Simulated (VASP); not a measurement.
# CsLiCr2Te2S3 (C2/m) in VASP: further runs, part 3 of 3

VASP 6.6.1. The steps go on from the part before.

## (5) Electric field gradients, PBE, collinear spin, ferromagnetic start

Input file INCAR:

```
SYSTEM = CsLiCr2Te2S3
PREC = Accurate ; ENCUT = 520
EDIFF = 1E-8 ; ISMEAR = -1
SIGMA = 0.05 ; LREAL = .FALSE.
LASPH = .TRUE. ; NELM = 120
ALGO = Normal ; ISIF = 2
LWAVE = .FALSE. ; LCHARG = .FALSE.
ISPIN = 2 ; MAGMOM = 0 0 3 3 0 0 0 0 0
LORBIT = 11 ; LMAXMIX = 4
GGA = PE ; LEFG = .TRUE.
KPAR = 4
```

Input file KPOINTS:

```
regular mesh
0
G
  7 7 4
  0 0 0
```

Input file POSCAR:

```
CsLiCr2Te2S3
1.0
    7.2895900000     -2.1043300000      0.0177200000
    7.2895900000      2.1043300000      0.0177200000
   -2.5331500000      0.0000000000      7.2810000000
Cs Li Cr Te S
1 1 2 2 3
Direct
    0.5000000000      0.5000000000      0.0000000000
    0.0000000000      0.0000000000      0.5000000000
    0.3287000000      0.3287000000      0.4330000000
    0.6713000000      0.6713000000      0.5670000000
    0.8067200000      0.8067200000      0.1742700000
    0.1932800000      0.1932800000      0.8257300000
    0.1635800000      0.1635800000      0.3971300000
    0.8364200000      0.8364200000      0.6028700000
    0.5000000000      0.5000000000      0.5000000000
```

Potentials or basis: VASP PAW PBE potentials, release 64 (Cs_sv, Li_sv, Cr_pv, Te, S).

The run is started by

```sh
$ cat potpaw_PBE.64/Cs_sv/POTCAR potpaw_PBE.64/Li_sv/POTCAR potpaw_PBE.64/Cr_pv/POTCAR potpaw_PBE.64/Te/POTCAR potpaw_PBE.64/S/POTCAR > POTCAR
$ mpirun -np 4 vasp_std > vasp.out
```

OUTCAR:

```text
SYSTEM = CsLiCr2Te2S3
   PREC = Accurate
   ENCUT = 520
   EDIFF = 1E-8
   ISMEAR = -1
   LREAL = .FALSE.
   LASPH = .TRUE.
   NELM = 120
   ISIF = 2
   ISPIN = 2
   LORBIT = 11
   GGA = PE

 ion  position               nearest neighbor table
   1  0.500  0.500  0.000-
   2  0.000  0.000  0.500-   9 2.10   9 2.10   5 3.10   6 3.10
   3  0.329  0.329  0.433-   7 2.33   9 2.38   8 2.46   8 2.46   5 2.84   5 2.84
   4  0.671  0.671  0.567-   8 2.33   9 2.38   7 2.46   7 2.46   6 2.84   6 2.84
   5  0.807  0.807  0.174-   3 2.84   3 2.84   2 3.10   8 3.19   6 3.39   6 3.39
   6  0.193  0.193  0.826-   4 2.84   4 2.84   2 3.10   7 3.19   5 3.39   5 3.39
   7  0.164  0.164  0.397-   3 2.33   4 2.46   4 2.46   6 3.19
   8  0.836  0.836  0.603-   4 2.33   3 2.46   3 2.46   5 3.19
   9  0.500  0.500  0.500-   2 2.10   2 2.10   3 2.38   4 2.38

  LATTYP: Found a base centered monoclinic cell.
 ALAT       =    14.5792230748
 B/A-ratio  =     0.2886751906
 C/A-ratio  =     0.5287711959
 COS(beta)  =    -0.3262964791

  Lattice vectors:

 A1 = (   7.2895900000,  -2.1043300000,   0.0177200000)
 A2 = (   7.2895900000,   2.1043300000,   0.0177200000)
 A3 = (  -2.5331500000,   0.0000000000,   7.2810000000)

Analysis of symmetry for initial positions (statically):
=====================================================================
 Subroutine PRICEL returns:
 Original cell was already a primitive cell.

 Routine SETGRP: Setting up the symmetry group for a
 base centered monoclinic supercell.

 Subroutine GETGRP returns: Found  4 space group operations
 (whereof  4 operations were pure point group operations)
 out of a pool of  4 trial point group operations.

The static configuration has the point symmetry C_2h.

Analysis of symmetry for dynamics (positions and initial velocities):
=====================================================================
 Subroutine PRICEL returns:
 Original cell was already a primitive cell.

 Routine SETGRP: Setting up the symmetry group for a
[... 2393 lines left out ...]
  energy  without entropy=      -45.7516273236  energy(sigma->0) =      -45.76944060

 Electric field gradients (V/A^2)
---------------------------------------------------------------------
 ion       V_xx      V_yy      V_zz      V_xy      V_xz      V_yz
---------------------------------------------------------------------
   1     -33.192    66.387   -33.195     0.000     5.849     0.000
   2       0.211    -0.278     0.067     0.000    -0.094    -0.000
   3     -27.966    -2.133    30.098     0.000    -4.887    -0.000
   4     -27.966    -2.133    30.098     0.000    -4.887     0.000
   5    -394.204    44.364   349.840    -0.000    45.884    -0.000
   6    -394.204    44.364   349.840    -0.000    45.884    -0.000
   7     -30.421     9.728    20.692    -0.000   -31.129     0.000
   8     -30.421     9.728    20.692     0.000   -31.129    -0.000
   9      60.227   -91.561    31.335     0.000    15.371     0.000
---------------------------------------------------------------------

 Electric field gradients after diagonalization (V/A^2)
 (convention: |V_zz| > |V_xx| > |V_yy|)
----------------------------------------------------------------------
 ion       V_xx      V_yy      V_zz     asymmetry (V_yy - V_xx)/ V_zz
----------------------------------------------------------------------
   1     -39.042   -27.345    66.387       0.176
   2       0.257     0.020    -0.278       0.853
   3     -28.374    -2.133    30.507       0.860
   4     -28.374    -2.133    30.507       0.860
   5     352.659    44.364  -397.023       0.777
   6     352.659    44.364  -397.023       0.777
   7      35.412     9.728   -45.140       0.569
   8      35.412     9.728   -45.140       0.569
   9      66.875    24.686   -91.561       0.461
----------------------------------------------------------------------

           NMR quadrupolar parameters

 Cq : quadrupolar parameter    Cq=e*Q*V_zz/h
 eta: asymmetry parameters     (V_yy - V_xx)/ V_zz
 Q  : nuclear electric quadrupole moment in mb (millibarn)
----------------------------------------------------------------------
 ion       Cq(MHz)       eta       Q (mb)
----------------------------------------------------------------------
   1       0.161       0.176       1.000
   2      -0.001       0.853       1.000
   3       0.074       0.860       1.000
   4       0.074       0.860       1.000
   5      -0.960       0.777       1.000
   6      -0.960       0.777       1.000
   7      -0.109       0.569       1.000
   8      -0.109       0.569       1.000
   9      -0.221       0.461       1.000
----------------------------------------------------------------------

 total charge

# of ion       s       p       d       tot
------------------------------------------
    1        1.833   4.700   0.030   6.564
    2        2.037   0.081   0.000   2.118
    3        0.269   6.238   4.078  10.585
    4        0.269   6.238   4.078  10.585
    5        1.390   1.920   0.026   3.335
    6        1.390   1.920   0.026   3.335
    7        1.342   2.361   0.000   3.703
    8        1.342   2.361   0.000   3.703
    9        1.327   2.488   0.000   3.816
--------------------------------------------------
tot         11.201  28.306   8.238  47.745

 magnetization (x)

# of ion       s       p       d       tot
------------------------------------------
    1        0.000  -0.001   0.000   0.000
    2        0.001   0.002   0.000   0.003
    3        0.039   0.028   2.774   2.841
    4        0.039   0.028   2.774   2.841
    5       -0.002  -0.140   0.002  -0.139
    6       -0.002  -0.140   0.002  -0.139
    7       -0.006  -0.147   0.000  -0.152
    8       -0.006  -0.147   0.000  -0.152
    9       -0.003  -0.042   0.000  -0.045
--------------------------------------------------
tot          0.062  -0.557   5.552   5.057
```

Run time: 11 min. Hardware: 4 MPI ranks of Intel Xeon Platinum 8488C (Sapphire Rapids), shared host; peak memory 1.2 GiB.

Results:

```
Free energy                                           : -45.7873 eV
Largest force                                         : 0.029 eV/Å
Net moment                                            : 5.24 μB per cell
Site moments                                          : Cs +0.00; Li +0.00; Cr +2.84; Te -0.14; S -0.15, -0.04 (each value once) μB
Largest electric field gradient by atom               : Cs +66.4; Li -0.3; Cr +30.5; Te -397.0; S -45.1, -91.6 (each value once) V/Å²
Valence electrons inside the program's atomic spheres : Cs 6.56; Li 2.12; Cr 10.59; Te 3.33; S 3.70, 3.82 (each value once)
```

Forces in eV/Å, atoms in the order of the input:
```
Cs   0.000  0.000  0.000
Li   0.000  0.000  0.000
Cr  -0.016  0.000 -0.024
Cr   0.016  0.000  0.024
Te   0.007  0.000  0.024
Te  -0.007  0.000 -0.024
S    0.005  0.000 -0.009
S   -0.005  0.000  0.009
S    0.000  0.000  0.000
```

Levels at points of the mesh, in eV from the Fermi level:
Spin up:
| k point | band 31 | band 32 | band 33 | band 34 | band 35 | band 36 | band 37 | band 38 | band 39 | band 40 |
| --- | --- | --- | --- | --- | --- | --- | --- | --- | --- | --- |
| (0.00, 0.00, 0.00) | -0.89 | -0.59 | -0.54 | -0.32 | -0.19 | 0.13 | 1.02 | 1.21 | 1.41 | 2.22 |
| (0.00, 0.00, 0.50) | -0.93 | -0.62 | -0.58 | -0.26 | -0.22 | 0.10 | 0.49 | 1.02 | 1.48 | 1.70 |
Spin down:
```
           k point  band 27  band 28  band 29  band 30  band 31  band 32  band 33  band 34
(0.00, 0.00, 0.00)    -0.94    -0.93    -0.69    -0.09     0.78     1.05     1.50     1.71
(0.00, 0.00, 0.50)    -1.03    -0.94    -0.69    -0.07     0.39     1.06     1.57     1.65
```

Electric field gradients, principal values (V/Å²):
```csv
atom,least,middle,greatest (by size)
1 Cs,-27.345,-39.042,66.387
2 Li,0.020,0.257,-0.278
3 Cr,-2.133,-28.374,30.507
4 Cr,-2.133,-28.374,30.507
5 Te,44.364,352.659,-397.023
6 Te,44.364,352.659,-397.023
7 S,9.728,35.412,-45.140
8 S,9.728,35.412,-45.140
9 S,24.686,66.875,-91.561
```

Caveat: without QUAD_EFG the Cq values of the log hold for a quadrupole moment of 1 mb, not for the nuclei; spin-orbit coupling is left out, which moves the levels of the heavy elements; only a ferromagnetic start was run, and an antiferromagnetic order may lie lower in energy. With open d or f shells a metallic result of PBE can be an artefact of self-interaction; +U or a hybrid may open a gap.

## (6) Overview

```csv
task,k mesh for the DOS,occupations for the DOS,gap on the mesh (eV),moment (μB),largest force (eV/Å)
band structure,-,-,-,5.24,-
single point,11 × 11 × 6,tetrahedron,-,5.24,-
optical spectrum,-,-,none,5.24,0.03
electric field gradients,-,-,none,5.24,0.03
```

Alike in all rows: level PBE; potentials or basis VASP PAW PBE potentials, release 64 (Cs_sv, Li_sv, Cr_pv, Te, S); spin collinear, ferromagnetic start; cell as given; k mesh 7 × 7 × 4; cutoff (eV) 520; smearing fermi-dirac 0.05 eV.

Caveats: spin-orbit coupling is left out, which moves the levels of the heavy elements; only a ferromagnetic start was run, and an antiferromagnetic order may lie lower in energy; spectra need much finer meshes, so this one isn't converged (at least some runs); independent-particle spectra lack excitons (at least some runs); the intraband (Drude) part of a metal's response may be missing (at least some runs).

Absolute energies hang on the potentials; compare differences alone.
